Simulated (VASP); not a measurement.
A run of VASP 6.6.1:

Contents of INCAR:

```
SYSTEM = Zr7O16
PREC = Accurate ; ENCUT = 520
EDIFF = 1E-7 ; ISMEAR = 0
SIGMA = 0.05 ; LREAL = .False.
LASPH = .True. ; NELM = 120
ALGO = Normal ; ISIF = 2
LWAVE = .False. ; LCHARG = .False.
GGA = PS ; IBRION = 2
NSW = 70 ; EDIFFG = -0.02
GGA_COMPAT = .False. ; NELMIN = 4
KPAR = 4
```

The input KPOINTS:

```
regular mesh
0
Gamma
  4 4 4
  0 0 0
```

POSCAR

```
Zr7O16
1.0
    0.0000000000      7.1689604925      0.0000000000
    7.1689604925      0.0000000000      0.0000000000
   -3.5844802462     -3.5844802462     -5.1771128403
Zr O
7 16
Direct
    0.0000000000      1.0000000000      1.0000000000
    0.5000000000      0.5000000000      1.0000000000
    0.0000000000      0.5000000000      1.0000000000
    0.0000000000      0.0000000000      0.5000000000
    0.5000000000      0.0000000000      0.5000000000
    0.0000000000      0.5000000000      0.5000000000
    0.5000000000      0.5000000000      0.5000000000
    0.1492583870      0.8992583870      0.7985167741
    0.6492583870      0.8992583870      0.7985167741
    0.1492583870      0.3992583870      0.7985167741
    0.6492583870      0.3992583870      0.7985167741
    0.8992583870      0.6492583870      0.2985167741
    0.3992583870      0.6492583870      0.2985167741
    0.8992583870      0.1492583870      0.2985167741
    0.3992583870      0.1492583870      0.2985167741
    0.3507416130      0.1007416130      0.7014832259
    0.8507416130      0.1007416130      0.7014832259
    0.3507416130      0.6007416130      0.7014832259
    0.8507416130      0.6007416130      0.7014832259
    0.6007416130      0.8507416130      0.2014832259
    0.1007416130      0.8507416130      0.2014832259
    0.6007416130      0.3507416130      0.2014832259
    0.1007416130      0.3507416130      0.2014832259
```

Potentials or basis: VASP PAW PBE potentials, release 64 (Zr_sv, O).

Command:

```console
$ cat potpaw_PBE.64/Zr_sv/POTCAR potpaw_PBE.64/O/POTCAR > POTCAR
$ mpirun -np 4 vasp_std > vasp.out
```

Hardware: 4 MPI ranks on Intel(R) Xeon(R) 6975P-C (Granite Rapids) (shared host).

Problem. How long does it take, and how much memory?

Solution. Run time: 100 min on 4 MPI ranks on Intel(R) Xeon(R) 6975P-C (Granite Rapids) (shared host), peak memory 0.61 GiB a rank. Counts: scf iterations 305, k points 13, ion steps 31.
